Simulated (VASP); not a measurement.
Write the native input for VASP 6.6.1 that does the following.

| Property | Result |
| --- | --- |
| Task | relaxation of cell and atoms |
| Functional | r2SCAN |
| Potentials or basis | VASP PAW PBE potentials, release 64 (Al) |
| Cutoff | 600 eV |
| k mesh | 24 × 24 × 24 |
| Occupations | gaussian, width 0.1 eV |
| Spin | no spin polarisation |
| Dipole correction | no |
| Further INCAR settings | ALGO = Normal; EDIFF = 1e-06; IBRION = 2; EDIFFG = -0.01; NSW = 100; ISIF = 3 |

The system is Al.

```
Al
1.0
    -1.59405    1.59405    1.59405
     1.59405   -1.59405    1.59405
     1.59405    1.59405   -1.59405
Al
1
Direct
  0.00000 0.00000 0.00000
```

These files were run (other wordings do the same):

POSCAR

```
Al
1.0
   -1.5940480389      1.5940480389      1.5940480389
    1.5940480389     -1.5940480389      1.5940480389
    1.5940480389      1.5940480389     -1.5940480389
Al
1
Direct
    0.0000000000      0.0000000000      0.0000000000
```

INCAR.step1

```
SYSTEM = Al
ALGO = Normal ; EDIFF = 1E-4
ENCUT = 600 ; GGA = PE
ISMEAR = 0 ; LASPH = .TRUE.
LCHARG = .FALSE. ; LREAL = .FALSE.
LWAVE = .TRUE. ; NELM = 60
PREC = Accurate ; SIGMA = 0.1
```

INCAR.step2

```
SYSTEM = Al
ALGO = Normal ; EDIFF = 1E-6
EDIFFG = -0.01 ; ENCUT = 600
IBRION = 2 ; ISIF = 3
ISMEAR = 0 ; ISTART = 1
LASPH = .TRUE. ; LCHARG = .FALSE.
LMIXTAU = .TRUE. ; LREAL = .FALSE.
LWAVE = .FALSE. ; METAGGA = R2SCAN
NELM = 60 ; NSW = 100
PREC = Accurate ; SIGMA = 0.1
```

KPOINTS

```
k-points
0
G
  24 24 24
  0 0 0
```

Potentials or basis: VASP PAW PBE potentials, release 64 (Al).

Launch:

```sh
$ cat potpaw_PBE.64/Al/POTCAR > POTCAR
$ cp INCAR.step1 INCAR
$ mpirun -np 1 vasp_std > vasp.out
$ cp INCAR.step2 INCAR
$ mpirun -np 1 vasp_std > vasp.out
```

Results of the run:

```yaml
Relaxed_volume: 16.14 Å³/atom
Relaxed_cell: a = 2.758 Å, b = 2.758 Å, c = 2.758 Å, α = 109.47°, β = 109.47°, γ = 109.47°
Space_group_after_relaxing_to_0.05_Å: Im-3m (No. 229)
Energy_gained_by_relaxing: 0.0 meV/atom
Ionic_steps: 2
Pressure_after_relaxing: 0.1 GPa
```

Caveat: the PAW data sets were made with another functional, which shifts forces and pressure a little.

Run time: 2.1 min on 1 thread of Intel Xeon 6975P-C, with other jobs on the host, peak memory 0.17 GiB.
